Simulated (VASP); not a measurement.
# C: single point with PBE

C:

```xyz
4
Lattice="2.6570 0.0000 0.0000 -1.3285 2.3010 0.0000 0.0000 0.0000 7.3361" Properties=species:S:1:pos:R:3 pbc="T T T"
C     0.0000    0.0000    0.0183
C     0.0000    0.0000    3.6864
C     0.0000    1.5340    0.0183
C     1.3285    0.7670    3.6864
```

This cell differs from its parent crystal: ratio of the length along z to the lengths across it x 0.8, volume and fractional coordinates fixed.

| Quantity | Value |
| --- | --- |
| Program | VASP 6.6.1 |
| Task | single point |
| Functional | PBE |
| Potentials or basis | VASP PAW PBE potentials, release 64 (C) |
| Cutoff | 520 eV |
| k mesh | 24 × 24 × 6 |
| Occupations | gaussian, width 0.15 eV |
| Spin | no spin polarisation |
| Dipole correction | no |
| Further INCAR settings | ALGO = Normal; EDIFF = 1e-07; NBANDS = 16 |

```
Pressure               : -39.7 GPa
Band gap on the k mesh : zero (band 8 reaches 2.71 eV, above the bottom of band 9 at 2.70 eV)
```

Stress tensor (GPa, compression positive):
```
-60.15   0.00   0.00
  0.00 -60.15   0.00
  0.00   0.00   1.14
```

Levels at points of the mesh, in eV from the Fermi level:
```tsv
k point	band 4	band 5	band 6	band 7	band 8	band 9	band 10	band 11	band 12	band 13
(0.00, 0.00, 0.00)	-5.50	-3.05	-3.05	-3.04	-3.04	4.46	6.96	6.96	6.99	6.99
(0.50, 0.00, 0.00)	-11.87	-5.79	-5.76	-2.20	-1.75	1.42	1.83	5.23	5.43	10.53
(0.00, 0.00, 0.50)	-6.23	-3.04	-3.04	-3.04	-3.04	6.48	6.48	6.97	6.97	6.97
(0.50, 0.00, 0.50)	-11.90	-5.78	-5.78	-1.95	-1.95	1.54	1.54	5.33	5.33	11.35
```

Run time: 110 s on 1 thread of Intel(R) Xeon(R) 6975P-C (Granite Rapids), on a shared host, peak memory 0.24 GiB.

Caveat: this functional lacks dispersion, which binds the layers, so the pressure and a relaxed spacing across them are unreliable.
